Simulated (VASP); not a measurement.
# BaTiO3 (Amm2) in VASP: notebook

Runs on BaTiO3. Level: PBE. Tasks: single point.

Program: VASP 6.6.1. These are calculated values, not measurements. Logs are shortened: lines on timing, memory, paths and dates and some standing lists are left out, and cuts for length are marked.

## (1) The cell of the first run

The structure is orthorhombic, space group Amm2 (No. 38). Conventional cell: a = 4.019 Å, b = 5.684 Å, c = 5.684 Å, α = 90.00°, β = 90.00°, γ = 90.00°. Ba (site symmetry mm2) has 12 O at 2.73 to 2.95 Å and 8 Ti at 3.48 Å within 3.6 Å. Within 2.6 Å of Ti (site symmetry mm2) lie 6 O at 1.93 to 2.09 Å. O (site symmetry mm2) has 2 Ti at 2.01 Å and 4 Ba at 2.73 to 2.95 Å and 8 O at 2.84 Å within 3.0 Å. O (site symmetry m) has 2 Ti at 1.93 to 2.09 Å within 2.6 Å.

## (2) Single point, PBE (all O atoms moved +0.113 Å, as atom 3 along Cartesian [1 -1 0])

Contents of INCAR:

```
PREC = Accurate ; ENCUT = 520
EDIFF = 1E-6 ; ISMEAR = 0
SIGMA = 0.05 ; LREAL = False
LASPH = True ; NELM = 60
ALGO = Normal ; ISIF = 2
LWAVE = False ; LCHARG = False
GGA = PE ; NBANDS = 28
```

Contents of KPOINTS:

```
Automatic mesh
0
Gamma
  8 8 8
```

Contents of POSCAR:

```
BaTiO3
1.0
    4.0192318613      0.0000000000      0.0000000000
    0.0000000000      4.0192318613      0.0000000000
    0.0000000000      0.0000000000      4.0192813205
Ba Ti O
1 1 3
Direct
    0.0000000000      0.0000000000      0.0000000000
    0.5000000000      0.5000000000      0.5000000000
    0.5197922179      0.4802077821      0.0000000000
    0.5197922179     -0.0197922179      0.5000000000
    0.0197922179      0.4802077821      0.5000000000
```

Potentials or basis: VASP PAW PBE potentials, release 64 (Ba_sv, Ti_sv, O).

Run with:

```console
> cat potpaw_PBE.64/Ba_sv/POTCAR potpaw_PBE.64/Ti_sv/POTCAR potpaw_PBE.64/O/POTCAR > POTCAR
> mpirun -np 1 vasp_std > vasp.out
```

OUTCAR:

```text
PREC = Accurate
   ENCUT = 520
   EDIFF = 1E-6
   ISMEAR = 0
   LREAL = False
   LASPH = True
   NELM = 60
   ISIF = 2
   GGA = PE

 ion  position               nearest neighbor table
   1  0.000  0.000  0.000-   3 2.73   4 2.79   5 2.79   4 2.79   5 2.79   3 2.84   3 2.84   4 2.90
                             4 2.90   5 2.90   5 2.90   3 2.95   2 3.48   2 3.48   2 3.48   2 3.48
   2  0.500  0.500  0.500-   4 1.93   5 1.93   3 2.01   3 2.01   5 2.09   4 2.09   1 3.48   1 3.48
                             1 3.48   1 3.48   1 3.48   1 3.48   1 3.48   1 3.48
   3  0.520  0.480  0.000-   2 2.01   2 2.01   1 2.73   1 2.84   1 2.84   1 2.95
   4  0.520  0.980  0.500-   2 1.93   2 2.09   1 2.79   1 2.79   1 2.90   1 2.90
   5  0.020  0.480  0.500-   2 1.93   2 2.09   1 2.79   1 2.79   1 2.90   1 2.90

  LATTYP: Found a simple tetragonal cell.
 ALAT       =     4.0192318613
 C/A-ratio  =     1.0000123056

  Lattice vectors:

 A1 = (   4.0192318613,   0.0000000000,   0.0000000000)
 A2 = (   0.0000000000,   4.0192318613,   0.0000000000)
 A3 = (   0.0000000000,   0.0000000000,   4.0192813205)

Analysis of symmetry for initial positions (statically):
=====================================================================
 Subroutine PRICEL returns:
 Original cell was already a primitive cell.

 Routine SETGRP: Setting up the symmetry group for a
 simple tetragonal supercell.

 Subroutine GETGRP returns: Found  4 space group operations
 (whereof  4 operations were pure point group operations)
 out of a pool of 16 trial point group operations.

The static configuration has the point symmetry C_2v.

Analysis of symmetry for dynamics (positions and initial velocities):
=====================================================================
 Subroutine PRICEL returns:
 Original cell was already a primitive cell.

 Routine SETGRP: Setting up the symmetry group for a
 simple tetragonal supercell.

 Subroutine GETGRP returns: Found  4 space group operations
 (whereof  4 operations were pure point group operations)
 out of a pool of 16 trial point group operations.

The dynamic configuration has the point symmetry C_2v.

 Subroutine INISYM returns: Found  4 space group operations
 (whereof  4 operations are pure point group operations),
 and found     1 'primitive' translations

----------------------------------------------------------------------------------------

                                     Primitive cell

  volume of cell :      64.9284

  direct lattice vectors                    reciprocal lattice vectors
     4.019231861  0.000000000  0.000000000     0.248803760  0.000000000  0.000000000
     0.000000000  4.019231861  0.000000000     0.000000000  0.248803760  0.000000000
     0.000000000  0.000000000  4.019281321     0.000000000  0.000000000  0.248800698

  length of vectors
     4.019231861  4.019231861  4.019281321     0.248803760  0.248803760  0.248800698

  position of ions in fractional coordinates (direct lattice)
     0.000000000  0.000000000  0.000000000
     0.500000000  0.500000000  0.500000000
     0.519792218  0.480207782  0.000000000
     0.519792218  0.980207782  0.500000000
     0.019792218  0.480207782  0.500000000

  ion indices of the primitive-cell ions
   primitive index   ion index
                 1           1
                 2           2
                 3           3
                 4           4
                 5           5

----------------------------------------------------------------------------------------

 KPOINTS: Automatic mesh

Automatic generation of k-mesh.
 Grid dimensions read from file:
 generate k-points for:    8    8    8

 Generating k-lattice:

  Cartesian coordinates                     Fractional coordinates (reciprocal lattice)
     0.031100470  0.000000000  0.000000000     0.125000000  0.000000000  0.000000000
     0.000000000  0.031100470  0.000000000     0.000000000  0.125000000  0.000000000
     0.000000000  0.000000000  0.031100087     0.000000000  0.000000000  0.125000000

  Length of vectors
     0.031100470  0.031100470  0.031100087

  Shift w.r.t. Gamma in fractional coordinates (k-lattice)
     0.000000000  0.000000000  0.000000000

 Subroutine IBZKPT returns following result:
 ===========================================

 Found    105 irreducible k-points:

 Following reciprocal coordinates:
            Coordinates               Weight
  0.000000  0.000000  0.000000      1.000000
  0.125000  0.000000  0.000000      4.000000
  0.250000  0.000000  0.000000      4.000000
  0.375000  0.000000  0.000000      4.000000
  0.500000  0.000000  0.000000      2.000000
  0.125000  0.125000  0.000000      2.000000
[... 16 lines left out ...]
  0.125000  0.000000  0.125000      8.000000
  0.250000  0.000000  0.125000      8.000000
 [... further k-points ...]
   k-points           NKPTS =    105   k-points in BZ     NKDIM =    105   number of bands    NBANDS=     28
   number of dos      NEDOS =    301   number of ions     NIONS =      5
   total plane-waves  NPLWV =  27000
   dimension x,y,z NGX =    30 NGY =   30 NGZ =   30
   dimension x,y,z NGXF=    60 NGYF=   60 NGZF=   60
   ions per type =               1   1   3
   NGX,Y,Z   is equivalent  to a cutoff of  12.41, 12.41, 12.41 a.u.
   NGXF,Y,Z  is equivalent  to a cutoff of  24.82, 24.82, 24.82 a.u.
 SYSTEM =  unknown system
   PREC   = accura    normal or accurate (medium, high low for compatibility)
   ISTART =      0    job   : 0-new  1-cont  2-samecut
   ICHARG =      2    charge: 1-file 2-atom 10-const
   ISPIN  =      1    spin polarized calculation?
   LNONCOLLINEAR =      F non collinear calculations
   LSORBIT =      F    spin-orbit coupling
   LASPH  =      T    aspherical Exc in radial PAW
   ENCUT  =  520.0 eV  38.22 Ry    6.18 a.u.   7.47  7.47  7.47*2*pi/ulx,y,z
   NELM   =     60;   NELMIN=  2; NELMDL= -5     # of ELM steps
   EDIFF  = 0.1E-05   stopping-criterion for ELM
   LREAL  =      F    real-space projection
   EDIFFG = 0.1E-04   stopping-criterion for IOM
   NSW    =      0    number of steps for IOM
   IBRION =     -1    ionic relax: 0-MD 1-quasi-New 2-CG
   NFREE  =      0    steps in history (QN), initial steepest desc. (CG)
   ISIF   =      2    stress and relaxation
   ISYM   =      2    0-nonsym 1-usesym 2-fastsym
   POTIM  = 0.5000    time-step for ionic-motion
   TEBEG  =    0.0;   TEEND  =   0.0 temperature during run
   PSTRESS=    0.0 pullay stress
   NELECT =      40.0000    total number of electrons
   NUPDOWN=      -1.0000    fix difference up-down
   EMIN   =  10.00;   EMAX   =-10.00  energy-range for DOS
   EFERMI =   0.00;   METHOD = LEGACY
   ISMEAR =     0;   SIGMA  =   0.05  broadening in eV -4-tet -1-fermi 0-gaus
   EFERMI_NEDOS =   21; number of points for ismear=-14 and -15
   IALGO  =     38    algorithm
   IMIX   =      4    mixing-type and parameters
     AMIX     =   0.40;   BMIX     =  1.00
     AMIX_MAG =   1.60;   BMIX_MAG =  1.00
  volume/ion in A,a.u.               =      12.99        87.63
  Fermi-wavevector in a.u.,A,eV,Ry     =   1.392996  2.632381 26.401274  1.940439
  Thomas-Fermi vector in A             =   2.516685
   LORBIT       =      0    0 simple, 1 ext, 2 COOP (PROOUT), +10 PAW based schemes
   GGA     = PE    functional components
   LHFCALC =     F    Hartree Fock is set to
   AEXX    =    0.0000 exact exchange contribution
   IVDW    =     0    specifies the selected vdW correction
   LEPSILON=     F    determine dielectric tensor
   LRPA    =     F    only Hartree local field effects (RPA)
 non-spin polarized calculation
 Gauss-broadening in eV      SIGMA  =   0.05
  energy-cutoff  :      520.00
  volume of cell :       64.93
 maximum number of plane-waves:      1775
 NGX is ok and might be reduce to    30
   NGX = 15   NGY = 15   NGZ = 15

 number of electron      39.9999980 magnetization

 Free energy of the ion-electron system (eV)
  ---------------------------------------------------
  ext. energy  EPLUGINS =         0.00000000
  ---------------------------------------------------
  free energy    TOTEN  =       -39.98635513 eV

  energy without entropy =      -39.98635513  energy(sigma->0) =      -39.98635513

 E-fermi :   3.9620     XC(G=0): -11.1884

 val. band max:        3.7257430789   @ k =   0.5000   0.5000   0.5000
 cond. band min:       5.5916539331   @ k =   0.0000   0.0000   0.0000
 fundamental gap:      1.8659108542
 Fermi energy:         3.9620138599

 k-point     1 :       0.0000    0.0000    0.0000
  band No.  band energies     occupation
      1     -52.8815      2.00000
      2     -29.1015      2.00000
      3     -29.0996      2.00000
      4     -29.0873      2.00000
      5     -21.1042      2.00000
      6     -13.1323      2.00000
[... 20 lines left out ...]
     27       8.8047      0.00000
     28      10.9493      0.00000

 k-point     2 :       0.1250    0.0000    0.0000
  band No.  band energies     occupation
      1     -52.8814      2.00000
      2     -29.1080      2.00000
      3     -29.1002      2.00000
      4     -29.0870      2.00000
      5     -21.0882      2.00000
      6     -13.1366      2.00000
[... 20 lines left out ...]
     27       9.1008      0.00000
     28      11.3214      0.00000

 k-point     3 :       0.2500    0.0000    0.0000
  band No.  band energies     occupation
      1     -52.8811      2.00000
      2     -29.1253      2.00000
      3     -29.0996      2.00000
      4     -29.0864      2.00000
      5     -21.0489      2.00000
      6     -13.1907      2.00000
[... 20 lines left out ...]
     27       9.8852      0.00000
     28      12.0631      0.00000

 k-point     4 :       0.3750    0.0000    0.0000
  band No.  band energies     occupation
      1     -52.8807      2.00000
      2     -29.1427      2.00000
      3     -29.0989      2.00000
      4     -29.0857      2.00000
      5     -21.0088      2.00000
      6     -13.2863      2.00000
[... 20 lines left out ...]
     27      10.8163      0.00000
     28      11.9498      0.00000

 k-point     5 :       0.5000    0.0000    0.0000
  band No.  band energies     occupation
      1     -52.8806      2.00000
      2     -29.1499      2.00000
      3     -29.0986      2.00000
      4     -29.0854      2.00000
      5     -20.9920      2.00000
      6     -13.3322      2.00000
[... 20 lines left out ...]
     27      11.2685      0.00000
     28      11.9026      0.00000

 k-point     6 :       0.1250    0.1250    0.0000
  band No.  band energies     occupation
      1     -52.8813      2.00000
      2     -29.1085      2.00000
      3     -29.1065      2.00000
      4     -29.0868      2.00000
      5     -21.0728      2.00000
      6     -13.1275      2.00000
[... 463 lines left out ...]
      5     -20.9192      2.00000
      6     -12.7510      2.00000
[... 20 lines left out ...]
     27      11.8987      0.00000
     28      13.4659      0.00000

 k-point    22 :       0.0000    0.0000    0.1250
  band No.  band energies     occupation
      1     -52.8814      2.00000
      2     -29.1013      2.00000
      3     -29.0993      2.00000
      4     -29.0945      2.00000
      5     -21.0881      2.00000
      6     -13.1433      2.00000
[... 20 lines left out ...]
     27       9.0951      0.00000
     28      11.3169      0.00000

 k-point    23 :       0.1250    0.0000    0.1250
  band No.  band energies     occupation
      1     -52.8813      2.00000
      2     -29.1077      2.00000
      3     -29.0999      2.00000
      4     -29.0942      2.00000
      5     -21.0728      2.00000
      6     -13.1340      2.00000
[... 20 lines left out ...]
     27       9.3926      0.00000
     28      11.5521      0.00000

 k-point    24 :       0.2500    0.0000    0.1250
  band No.  band energies     occupation
      1     -52.8809      2.00000
      2     -29.1250      2.00000
      3     -29.0993      2.00000
      4     -29.0935      2.00000
      5     -21.0354      2.00000
      6     -13.1558      2.00000
[... 20 lines left out ...]
     27      10.1702      0.00000
     28      12.1870      0.00000

 [... further k-points ...]

------------------------ aborting loop because EDIFF is reached ----------------------------------------

  FORCE on cell =-STRESS in cart. coord.  units (eV):
  Direction    XX          YY          ZZ          XY          YZ          ZX
  --------------------------------------------------------------------------------------
  -------------------------------------------------------------------------------------
  Total        1.1474709      1.1474709      0.8026368     -0.1676516      0.0000000      0.0000000
  in kB       28.3150769     28.3150769     19.8059240     -4.1369834      0.0000000      0.0000000
  external PRESSURE =      25.4786926 kB  Pullay stress =       0.0000000 kB

 VOLUME and BASIS-vectors are now :
 -----------------------------------------------------------------------------
  energy-cutoff  :      520.00
  volume of cell :       64.93
      direct lattice vectors                 reciprocal lattice vectors
     4.019231861  0.000000000  0.000000000     0.248803760  0.000000000  0.000000000
     0.000000000  4.019231861  0.000000000     0.000000000  0.248803760  0.000000000
     0.000000000  0.000000000  4.019281321     0.000000000  0.000000000  0.248800698

 POSITION                                       TOTAL-FORCE (eV/Angst)
 -----------------------------------------------------------------------------------
      0.00000      0.00000      0.00000         0.241288     -0.241288      0.000000
      2.00962      2.00962      2.00964        -0.238807      0.238807      0.000000
      2.08917      1.93007      0.00000        -0.141055      0.141055      0.000000
      2.08917      3.93968      2.00964        -0.138457     -0.277030      0.000000
      0.07955      1.93007      2.00964         0.277030      0.138457      0.000000
 -----------------------------------------------------------------------------------
    total drift:                                0.000734     -0.000734      0.000000

  FREE ENERGIE OF THE ION-ELECTRON SYSTEM (eV)
  ---------------------------------------------------
  free  energy   TOTEN  =       -39.9863551286 eV

  energy  without entropy=      -39.9863551286  energy(sigma->0) =      -39.98635513
```

It took 3.3 min on 1 thread of Intel Xeon Platinum 8259CL at 2.50GHz (Skylake/Cascade Lake), shared host; peak memory 0.31 GiB.

What came out:

- Free energy: -39.9864 eV
- Pressure: 2.5 GPa
- Largest force: 0.341 eV/Å
- Band gap on the k mesh: 1.87 eV (least direct gap 2.11 eV)

Forces in eV/Å, atoms in the order of the input:
```
Ba   0.241 -0.241  0.000
Ti  -0.239  0.239  0.000
O   -0.141  0.141  0.000
O   -0.138 -0.277  0.000
O    0.277  0.138  0.000
```

Caveat: the cell differs from its parent crystal (all O atoms moved +0.113 Å, as atom 3 along Cartesian [1 -1 0]); spin-orbit coupling is left out, which moves the levels of the heavy elements. A k mesh can miss the band edges.

## (3) Single point, PBE (all O atoms moved +0.037 Å, as atom 3 along Cartesian [1 -1 0])

Contents of INCAR:

```
PREC = Accurate
ENCUT = 520
EDIFF = 1E-7
ISMEAR = 0
SIGMA = 0.05
LREAL = False
LASPH = True
NELM = 60
ALGO = Normal
ISIF = 2
LWAVE = False
LCHARG = True
GGA = PE
LELF = True
LVHAR = True
NBANDS = 28
```

KPOINTS is that of step 2.

Contents of POSCAR:

```
BaTiO3
1.0
    4.0192318613      0.0000000000      0.0000000000
    0.0000000000      4.0192318613      0.0000000000
    0.0000000000      0.0000000000      4.0192813205
Ba Ti O
1 1 3
Direct
    0.0000000000      0.0000000000      0.0000000000
    0.5000000000      0.5000000000      0.5000000000
    0.5065974060      0.4934025940      0.0000000000
    0.5065974060     -0.0065974060      0.5000000000
    0.0065974060      0.4934025940      0.5000000000
```

Potentials or basis: VASP PAW PBE potentials, release 64 (Ba_sv, Ti_sv, O).

Run with:

```console
> cat potpaw_PBE.64/Ba_sv/POTCAR potpaw_PBE.64/Ti_sv/POTCAR potpaw_PBE.64/O/POTCAR > POTCAR
> mpirun -np 1 vasp_std > vasp.out
```

It took 3.2 min on 1 thread of Intel Xeon Platinum 8259CL at 2.50GHz (Skylake/Cascade Lake), shared host; peak memory 0.31 GiB.

The run converged. Its results:

* Free energy: -39.9828 eV
* Pressure: 1.8 GPa
* Largest force: 0.161 eV/Å
* Band gap on the k mesh: 1.74 eV (least direct gap 1.90 eV)

Forces in eV/Å, atoms in the order of the input:
```
Ba   0.078 -0.078  0.000
Ti  -0.114  0.114  0.000
O   -0.041  0.041  0.000
O   -0.041 -0.118  0.000
O    0.118  0.041  0.000
```

Stress tensor (GPa, compression positive):
```
 1.84 -0.05  0.00
-0.05  1.84  0.00
 0.00  0.00  1.74
```

Levels at points of the mesh, in eV from the valence-band top:
```tsv
k point	band 18	band 19	band 20	band 21	band 22	band 23
(0.00, 0.00, 0.00)	-0.18	-0.17	-0.17	1.74	1.75	1.76
(0.50, 0.00, 0.00)	-1.80	-0.72	-0.72	1.89	3.43	3.43
(0.50, 0.50, 0.00)	-0.88	-0.87	-0.09	3.44	3.44	3.84
(0.00, 0.00, 0.50)	-1.78	-0.73	-0.73	1.90	3.42	3.43
(0.50, 0.00, 0.50)	-0.88	-0.88	-0.09	3.44	3.44	3.84
(0.50, 0.50, 0.50)	0.00	0.00	0.00	4.08	4.09	4.09
```

Caveat: the cell differs from its parent crystal (all O atoms moved +0.037 Å, as atom 3 along Cartesian [1 -1 0]); spin-orbit coupling is left out, which moves the levels of the heavy elements.
